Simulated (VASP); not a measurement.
Set up this calculation in VASP 6.6.1, as the native input.

```yaml
Task: single point
Functional: PBE
Potentials_or_basis: VASP PAW PBE potentials, release 64 (Te, Mo_sv)
Cutoff: 520 eV
k_mesh: 12 × 12 × 2
Occupations: gaussian, width 0.05 eV
Spin: no spin polarisation
Dipole_correction: no
Further_INCAR_settings: ALGO = Normal; EDIFF = 1e-06; NBANDS = 35
```

The structure of Te2Mo lies in POSCAR:

```
Te2Mo
1.0
    3.6459930939      0.0000000000      0.0000000000
   -1.8229965469      3.1575226414      0.0000000000
    0.0000000000      0.0000000000     15.9649545909
Te Mo
4 2
Direct
    0.3333333333      0.6666666667      0.6310943552
    0.6666666667      0.3333333333      0.1310943552
    0.3333333333      0.6666666667      0.8689056448
    0.6666666667      0.3333333333      0.3689056448
    0.3333333333      0.6666666667      0.2500000000
    0.6666666667      0.3333333333      0.7500000000
```

This cell differs from its parent crystal: strain +0.025 along x and y, +0.050 along z.

The input as run:

INCAR

```
SYSTEM = Te2Mo
PREC = Accurate ; ENCUT = 520
EDIFF = 1E-6 ; ISMEAR = 0
SIGMA = 0.05 ; LREAL = .False.
LASPH = .True. ; NELM = 100
ALGO = Normal ; ISIF = 2
LWAVE = .False. ; LCHARG = .False.
GGA = PE ; NBANDS = 35
```

KPOINTS

```
regular mesh
0
Gamma
  12 12 2
  0 0 0
```

Potentials or basis: VASP PAW PBE potentials, release 64 (Te, Mo_sv).

The run is started by

```console
$ cat potpaw_PBE.64/Te/POTCAR potpaw_PBE.64/Mo_sv/POTCAR > POTCAR
$ mpirun -np 1 vasp_std > vasp.out
```

It gave:

- Pressure: -6.9 GPa
- Largest force: 1.341 eV/Å
- Band gap on the k mesh: 0.86 eV (least direct gap 0.96 eV)

Caveat: the cell differs from its parent crystal (strain +0.025 along x and y, +0.050 along z); the cell stands under tension; spin-orbit coupling is left out, which moves the levels of the heavy elements; this functional lacks dispersion, which binds the layers, so the pressure and a relaxed spacing across them are unreliable; forces of over 1 eV/Å act on the atoms, so gaps and moduli don't describe the material at rest.

It took 6.5 min on 1 thread of Intel Xeon 8259CL, with other jobs on the host, peak memory 0.42 GiB.
